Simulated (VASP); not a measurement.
# Mg2C (I4/mmm) in VASP: notebook

The runs below take Mg2C through single point, relaxation of cell and atoms, with PBE.

All numbers are computed with VASP 6.6.1; they aren't measurements. Logs are shortened: lines on timing, memory, paths and dates and some standing lists are left out, and cuts for length are marked.

**1. The cell of the first run**

The structure is tetragonal, space group I4/mmm (No. 139). Conventional cell: a = 4.195 Å, b = 4.195 Å, c = 5.480 Å, α = 90.00°, β = 90.00°, γ = 90.00°. Within 2.8 Å of Mg (site symmetry mmm) lie 2 C at 2.10 Å and 2 Mg at 2.74 Å. C (site symmetry 4/mmm) has 4 Mg at 2.10 Å within 2.8 Å.

The cell was built from a structure type or drawn by symmetry, and may not be a known phase.

**2. Single point, PBE**

The input, INCAR:

```
PREC     = Accurate       # precision mode
ENCUT    = 520            # plane-wave cutoff, eV
EDIFF    = 1E-6           # SCF threshold, eV
ISMEAR   = 0              # smearing method
SIGMA    = 0.1            # smearing width, eV
LREAL    = F              # projectors in reciprocal space
LASPH    = T              # aspherical terms in the spheres
NELM     = 60             # most SCF steps
ALGO     = Normal         # electronic algorithm
ISIF     = 2              # what is computed and relaxed
LWAVE    = F              # write WAVECAR
LCHARG   = F              # write CHGCAR
GGA      = PE             # functional
NBANDS   = 11             # bands
```

The input, KPOINTS:

```
Automatic mesh
0
Gamma
  6 6 6
```

The input, POSCAR:

```
Mg2C
1.0
   -2.0976739300      2.0976739300      2.7398114600
    2.0976739300     -2.0976739300      2.7398114600
    2.0976739300      2.0976739300     -2.7398114600
Mg C
2 1
Direct
    0.5000000000      0.0000000000      0.5000000000
    0.0000000000      0.5000000000      0.5000000000
    0.5000000000      0.5000000000      0.0000000000
```

Potentials or basis: VASP PAW PBE potentials, release 64 (Mg, C).

The run is started by

```bash
$ cat potpaw_PBE.64/Mg/POTCAR potpaw_PBE.64/C/POTCAR > POTCAR
$ mpirun -np 1 vasp_std > vasp.out
```

OUTCAR:

```text
PREC = Accurate
   ENCUT = 520
   EDIFF = 1E-6
   ISMEAR = 0
   LREAL = F
   LASPH = T
   NELM = 60
   ISIF = 2
   GGA = PE

 ion  position               nearest neighbor table
   1  0.500  0.000  0.500-   3 2.10   3 2.10   2 2.74   2 2.74   2 2.97   2 2.97   2 2.97   2 2.97

   2  0.000  0.500  0.500-   3 2.10   3 2.10   1 2.74   1 2.74   1 2.97   1 2.97   1 2.97   1 2.97

   3  0.500  0.500  0.000-   1 2.10   2 2.10   1 2.10   2 2.10

  LATTYP: Found a body centered tetragonal cell.
 ALAT       =     4.1953478600
 C/A-ratio  =     1.3061188495

  Lattice vectors:

 A1 = (  -2.0976739300,   2.0976739300,   2.7398114600)
 A2 = (   2.0976739300,  -2.0976739300,   2.7398114600)
 A3 = (   2.0976739300,   2.0976739300,  -2.7398114600)

Analysis of symmetry for initial positions (statically):
=====================================================================
 Subroutine PRICEL returns:
 Original cell was already a primitive cell.

 Routine SETGRP: Setting up the symmetry group for a
 body centered tetragonal supercell.

 Subroutine GETGRP returns: Found 16 space group operations
 (whereof 16 operations were pure point group operations)
 out of a pool of 16 trial point group operations.

The static configuration has the point symmetry D_4h.

Analysis of symmetry for dynamics (positions and initial velocities):
=====================================================================
 Subroutine PRICEL returns:
 Original cell was already a primitive cell.

 Routine SETGRP: Setting up the symmetry group for a
 body centered tetragonal supercell.

 Subroutine GETGRP returns: Found 16 space group operations
 (whereof 16 operations were pure point group operations)
 out of a pool of 16 trial point group operations.

The dynamic configuration has the point symmetry D_4h.

 Subroutine INISYM returns: Found 16 space group operations
 (whereof 16 operations are pure point group operations),
 and found     1 'primitive' translations

----------------------------------------------------------------------------------------

                                     Primitive cell

  volume of cell :      48.2233

  direct lattice vectors                    reciprocal lattice vectors
    -2.097673930  2.097673930  2.739811460     0.000000000  0.238359257  0.182494309
     2.097673930 -2.097673930  2.739811460     0.238359257  0.000000000  0.182494309
[... 96 lines left out ...]
   TEBEG  =    0.0;   TEEND  =   0.0 temperature during run
   PSTRESS=    0.0 pullay stress
   NELECT =       8.0000    total number of electrons
   NUPDOWN=      -1.0000    fix difference up-down
   EMIN   =  10.00;   EMAX   =-10.00  energy-range for DOS
   EFERMI =   0.00;   METHOD = LEGACY
   ISMEAR =     0;   SIGMA  =   0.10  broadening in eV -4-tet -1-fermi 0-gaus
   EFERMI_NEDOS =   21; number of points for ismear=-14 and -15
   IALGO  =     38    algorithm
   IMIX   =      4    mixing-type and parameters
     AMIX     =   0.40;   BMIX     =  1.00
     AMIX_MAG =   1.60;   BMIX_MAG =  1.00
  volume/ion in A,a.u.               =      16.07       108.48
  Fermi-wavevector in a.u.,A,eV,Ry     =   0.899538  1.699879 11.009396  0.809168
  Thomas-Fermi vector in A             =   2.022384
   LORBIT       =      0    0 simple, 1 ext, 2 COOP (PROOUT), +10 PAW based schemes
   GGA     = PE    functional components
   LHFCALC =     F    Hartree Fock is set to
   AEXX    =    0.0000 exact exchange contribution
   IVDW    =     0    specifies the selected vdW correction
   LEPSILON=     F    determine dielectric tensor
   LRPA    =     F    only Hartree local field effects (RPA)
 non-spin polarized calculation
 Gauss-broadening in eV      SIGMA  =   0.10
  energy-cutoff  :      520.00
  volume of cell :       48.22
 maximum number of plane-waves:      1315
   NGX = 15   NGY = 15   NGZ = 15

 number of electron       8.0000000 magnetization

 Free energy of the ion-electron system (eV)
  ---------------------------------------------------
  ext. energy  EPLUGINS =         0.00000000
  ---------------------------------------------------
  free energy    TOTEN  =        -9.86757598 eV

  energy without entropy =       -9.86631694  energy(sigma->0) =       -9.86694646

 E-fermi :   3.2262     XC(G=0):  -9.1730

 val. band max:        3.2177318316   @ k =  -0.1667   0.1667   0.0000
 cond. band min:       3.5582557514   @ k =   0.5000   0.5000   0.5000
 fundamental gap:      0.3405239198
 Fermi energy:         3.2261650621

 k-point     1 :       0.0000    0.0000    0.0000
  band No.  band energies     occupation
      1      -7.4129      2.00000
      2       2.1909      2.00000
      3       2.1909      2.00000
      4       2.2031      2.00000
      5       3.7438      0.00000
      6       8.2783      0.00000
      7       8.8426      0.00000
      8       8.8426      0.00000
      9      10.8146      0.00000
     10      11.2499      0.00000
     11      11.2499      0.00000
[... 309 lines left out ...]
 k-point    24 :      -0.1667   -0.3333    0.1667
  band No.  band energies     occupation
      1      -6.6589      2.00000
      2      -0.2517      2.00000
      3       1.4369      2.00000
      4       1.7583      2.00000
      5       5.5872      0.00000
      6       6.5429      0.00000
      7       7.6605      0.00000
      8       8.6728      0.00000
      9      10.4295      0.00000
     10      12.4338      0.00000
     11      13.0434      0.00000

 [... further k-points ...]

------------------------ aborting loop because EDIFF is reached ----------------------------------------

  FORCE on cell =-STRESS in cart. coord.  units (eV):
  Direction    XX          YY          ZZ          XY          YZ          ZX
  --------------------------------------------------------------------------------------
  -------------------------------------------------------------------------------------
  Total        0.8278781      0.8278781      2.7292222      0.0000000      0.0000000      0.0000000
  in kB       27.5055498     27.5055498     90.6761029      0.0000000      0.0000000      0.0000000
  external PRESSURE =      48.5624008 kB  Pullay stress =       0.0000000 kB

 VOLUME and BASIS-vectors are now :
 -----------------------------------------------------------------------------
  energy-cutoff  :      520.00
  volume of cell :       48.22
      direct lattice vectors                 reciprocal lattice vectors
    -2.097673930  2.097673930  2.739811460     0.000000000  0.238359257  0.182494309
     2.097673930 -2.097673930  2.739811460     0.238359257  0.000000000  0.182494309
     2.097673930  2.097673930 -2.739811460     0.238359257  0.238359257  0.000000000

 POSITION                                       TOTAL-FORCE (eV/Angst)
 -----------------------------------------------------------------------------------
      0.00000      2.09767      0.00000        -0.000000      0.000000     -0.000000
      2.09767      0.00000      0.00000        -0.000000      0.000000     -0.000000
      0.00000      0.00000      2.73981         0.000000     -0.000000      0.000000
 -----------------------------------------------------------------------------------
    total drift:                                0.000000     -0.000000      0.000000

  FREE ENERGIE OF THE ION-ELECTRON SYSTEM (eV)
  ---------------------------------------------------
  free  energy   TOTEN  =        -9.8675759785 eV

  energy  without entropy=       -9.8663169361  energy(sigma->0) =       -9.86694646
```

stdout:

```text
POSCAR found type information on POSCAR MgC
 POSCAR found :  2 types and       3 ions
 scaLAPACK will be used
 LDA part: xc-table for (Slater+PW92), standard interpolation
 POSCAR, INCAR and KPOINTS ok, starting setup
 FFT: planning ... GRIDC
 FFT: planning ... GRID_SOFT
 FFT: planning ... GRID
 WAVECAR not read
 entering main loop
```

It took 25 s on 1 thread of Intel Xeon 8259CL, shared host; peak memory 0.17 GiB.

Results:

```yaml
Free_energy: -9.8676 eV
Pressure: 4.9 GPa
Band_gap_on_the_k_mesh: zero (bands 4 and 5 overlap by 0.08 eV)
```

Stress tensor (GPa, compression positive):
```
2.75 0.00 0.00
0.00 2.75 0.00
0.00 0.00 9.07
```

Caveat: the cell stands under pressure.

**3. Single point, PBE**

This run uses another cell than the first one, of 18.35 Å³/atom.

The input, INCAR:

```
SYSTEM = Mg2C
  PREC = Accurate
  ENCUT = 520
  EDIFF = 1E-7
  ISMEAR = 0
  SIGMA = 0.1
  LREAL = .FALSE.
  LASPH = .TRUE.
  NELM = 80
  ALGO = Normal
  ISIF = 2
  LWAVE = .FALSE.
  LCHARG = .FALSE.
  GGA = PE
  NBANDS = 11
```

The input, KPOINTS:

```
regular mesh
0
G
  6 6 6
  0 0 0
```

The input, POSCAR:

```
Mg2C
1.0
   -2.1174829098      2.1174829098      3.0690716903
    2.1174829098     -2.1174829098      3.0690716903
    2.1174829098      2.1174829098     -3.0690716903
Mg C
2 1
Direct
    0.5000000000      0.0000000000      0.5000000000
    0.0000000000      0.5000000000      0.5000000000
    0.5000000000      0.5000000000      0.0000000000
```

Potentials or basis: VASP PAW PBE potentials, release 64 (Mg, C).

The run is started by

```bash
$ cat potpaw_PBE.64/Mg/POTCAR potpaw_PBE.64/C/POTCAR > POTCAR
$ mpirun -np 1 vasp_std > vasp.out
```

OUTCAR:

```text
SYSTEM = Mg2C
   PREC = Accurate
   ENCUT = 520
   EDIFF = 1E-7
   ISMEAR = 0
   LREAL = .FALSE.
   LASPH = .TRUE.
   NELM = 80
   ISIF = 2
   GGA = PE

 ion  position               nearest neighbor table
   1  0.500  0.000  0.500-   3 2.12   3 2.12   2 2.99   2 2.99   2 2.99   2 2.99   2 3.07   2 3.07

   2  0.000  0.500  0.500-   3 2.12   3 2.12   1 2.99   1 2.99   1 2.99   1 2.99   1 3.07   1 3.07

   3  0.500  0.500  0.000-   1 2.12   2 2.12   1 2.12   2 2.12

  LATTYP: Found a body centered tetragonal cell.
 ALAT       =     4.2349658196
 C/A-ratio  =     1.4493962034

  Lattice vectors:

 A1 = (  -2.1174829098,   2.1174829098,   3.0690716903)
 A2 = (   2.1174829098,  -2.1174829098,   3.0690716903)
 A3 = (   2.1174829098,   2.1174829098,  -3.0690716903)

Analysis of symmetry for initial positions (statically):
=====================================================================
 Subroutine PRICEL returns:
 Original cell was already a primitive cell.

 Routine SETGRP: Setting up the symmetry group for a
 body centered tetragonal supercell.

[... 180 lines left out ...]
      4       1.2191      2.00000
      5       2.8597      0.00000
      6       7.5478      0.00000
      7       8.2095      0.00000
      8       8.2095      0.00000
      9       9.9963      0.00000
     10      10.2359      0.00000
     11      10.2359      0.00000
[... 309 lines left out ...]
 k-point    24 :      -0.1667   -0.3333    0.1667
  band No.  band energies     occupation
      1      -7.2641      2.00000
      2      -0.7514      2.00000
      3       0.7716      2.00000
      4       0.9986      2.00000
      5       4.0526      0.00000
      6       5.6817      0.00000
      7       6.6315      0.00000
      8       7.9958      0.00000
      9       9.4411      0.00000
     10      11.2588      0.00000
     11      11.2727      0.00000

 [... further k-points ...]

------------------------ aborting loop because EDIFF is reached ----------------------------------------

  FORCE on cell =-STRESS in cart. coord.  units (eV):
  Direction    XX          YY          ZZ          XY          YZ          ZX
  --------------------------------------------------------------------------------------
  -------------------------------------------------------------------------------------
  Total       -0.0085659     -0.0085659      0.0064568      0.0000000     -0.0000000      0.0000000
  in kB       -0.2493314     -0.2493314      0.1879403      0.0000000     -0.0000000      0.0000000
  external PRESSURE =      -0.1035742 kB  Pullay stress =       0.0000000 kB

 VOLUME and BASIS-vectors are now :
 -----------------------------------------------------------------------------
  energy-cutoff  :      520.00
  volume of cell :       55.04
      direct lattice vectors                 reciprocal lattice vectors
    -2.117482910  2.117482910  3.069071690     0.000000000  0.236129415  0.162915712
     2.117482910 -2.117482910  3.069071690     0.236129415  0.000000000  0.162915712
     2.117482910  2.117482910 -3.069071690     0.236129415  0.236129415  0.000000000

 POSITION                                       TOTAL-FORCE (eV/Angst)
 -----------------------------------------------------------------------------------
      0.00000      2.11748      0.00000        -0.000000     -0.000000     -0.000000
      2.11748      0.00000      0.00000         0.000000      0.000000     -0.000000
      0.00000      0.00000      3.06907         0.000000      0.000000      0.000000
 -----------------------------------------------------------------------------------
    total drift:                               -0.000000     -0.000000      0.000000

  FREE ENERGIE OF THE ION-ELECTRON SYSTEM (eV)
  ---------------------------------------------------
  free  energy   TOTEN  =       -10.0156369348 eV

  energy  without entropy=      -10.0144522903  energy(sigma->0) =      -10.01504461
```

OSZICAR:

```text
N       E                     dE             d eps       ncg     rms          rms(c)
DAV:   1     0.131665523906E+02    0.13167E+02   -0.30393E+03   660   0.555E+02
DAV:   2    -0.114378075394E+02   -0.24604E+02   -0.22667E+02   857   0.903E+01
DAV:   3    -0.136707058713E+02   -0.22329E+01   -0.22273E+01   826   0.263E+01
DAV:   4    -0.136941654582E+02   -0.23460E-01   -0.23455E-01   764   0.328E+00
DAV:   5    -0.136943376483E+02   -0.17219E-03   -0.17219E-03   792   0.286E-01    0.889E+00
DAV:   6    -0.102220860820E+02    0.34723E+01   -0.33231E+01   759   0.184E+01    0.344E+00
DAV:   7    -0.100565223733E+02    0.16556E+00   -0.10629E+00   693   0.407E+00    0.176E+00
DAV:   8    -0.100377885066E+02    0.18734E-01   -0.33340E-01   714   0.356E+00    0.128E+00
DAV:   9    -0.100157894479E+02    0.21999E-01   -0.69458E-02   729   0.118E+00    0.311E-01
DAV:  10    -0.100156440408E+02    0.14541E-03   -0.14923E-03   752   0.232E-01    0.230E-02
DAV:  11    -0.100156358189E+02    0.82219E-05   -0.90067E-05   773   0.431E-02    0.134E-02
DAV:  12    -0.100156371817E+02   -0.13628E-05   -0.48023E-06   753   0.120E-02    0.624E-03
DAV:  13    -0.100156369138E+02    0.26797E-06   -0.12567E-06   757   0.417E-03    0.262E-04
DAV:  14    -0.100156369348E+02   -0.20998E-07   -0.36779E-08   411   0.137E-03
   1 F= -.10015637E+02 E0= -.10015045E+02  d E =-.118464E-02
```

Wall time 24 s (1 thread of Intel Xeon 8259CL, shared host); peak memory 0.18 GiB.

Results:

```yaml
Free_energy: -10.0156 eV
Pressure: 0.0 GPa
Band_gap_on_the_k_mesh: zero (bands 4 and 5 overlap by 0.35 eV)
```

(Continued in part 2 of 3.)
